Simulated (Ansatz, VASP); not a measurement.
**Two plane-wave programs on CuO**

Contents of INCAR:

```
SYSTEM = CuO
PREC = Accurate
ENCUT = 520
EDIFF = 1E-6
ISMEAR = -1
SIGMA = 0.05
LREAL = .False.
LASPH = .True.
NELM = 80
ALGO = Normal
ISIF = 2
LWAVE = .False.
LCHARG = .True.
GGA = VW
LELF = .True.
LVHAR = .True.
NBANDS = 25
```

KPOINTS

```
regular mesh
0
Gamma
  10 10 5
  0 0 0
```

POSCAR

```
CuO
1.0
    2.3101994985     -1.6881714891      0.0000000000
    2.3101994985      1.6881714891      0.0000000000
   -0.8385391614      0.0000000000      4.9895114286
Cu O
2 2
Direct
    0.5000000000      0.0000000000      0.5000000000
    0.0000000000      0.5000000000      0.0000000000
    0.4184000000      0.5816000000      0.7500000000
    0.5816000000      0.4184000000      0.2500000000
```

The input input.yaml:

```yaml
crystal:
  lattice:
    - [2.3101994985, -1.6881714891, 0.0]
    - [2.3101994985, 1.6881714891, 0.0]
    - [-0.8385391614, 0.0, 4.9895114286]
  atoms:
    - { symbol: Cu, position: [0.5, 0.0, 0.5] }
    - { symbol: Cu, position: [0.0, 0.5, 0.0] }
    - { symbol: O, position: [0.4184, 0.5816, 0.75] }
    - { symbol: O, position: [0.5816, 0.4184, 0.25] }
hamiltonian:
  xc: { exchange: slater, correlation: vwn5 }
  pseudopotentials: { kind: paw }
kpoints:
  mp_grid: { grid: [10, 10, 5] }
scf:
  occupations: { method: fermi_dirac, width: 0.05 }
output:
  forces: true
  stress: true
  eigenvalues: true
  write_density: true
  write_potential: true
  elf: true
  volumetric_format: npy
```

Alike in both runs: task single point; functional SVWN5; k mesh 10 × 10 × 5; occupations fermi-dirac, width 0.05 eV; no spin polarisation.

|  | VASP | Ansatz |
| --- | --- | --- |
| version | VASP 6.6.1 | Ansatz 0.2.0 |
| potentials or method | VASP PAW PBE potentials, release 64 (Cu, O) | Ansatz PAW |
| plane-wave cutoff (eV) | 520 | 420 |
| valence electrons in the cell | 34 | 50 |

|  | VASP | Ansatz | Ansatz less VASP |
| --- | --- | --- | --- |
| gap on the k mesh at the Fermi level (eV) | none | none | - |
| pressure (GPa) | -1.6 | -2.4 | -0.77 |
| traceless stress, the component that is largest in VASP (GPa) | 1.96 | 2.37 | +0.410 |
| rms of the force components (eV/Å) | 0.123 | 0.142 | +0.0185 |

VASP's potentials were made for PBE, not for SVWN5. Atom by atom the forces differ by 0.018 eV/Å (rms over components). A gap of «none» marks a metal or a gap that the smearing closes. VASP's potentials hold 34 valence electrons a cell and Ansatz's 50, so a difference there can come from the potentials and not from the codes.
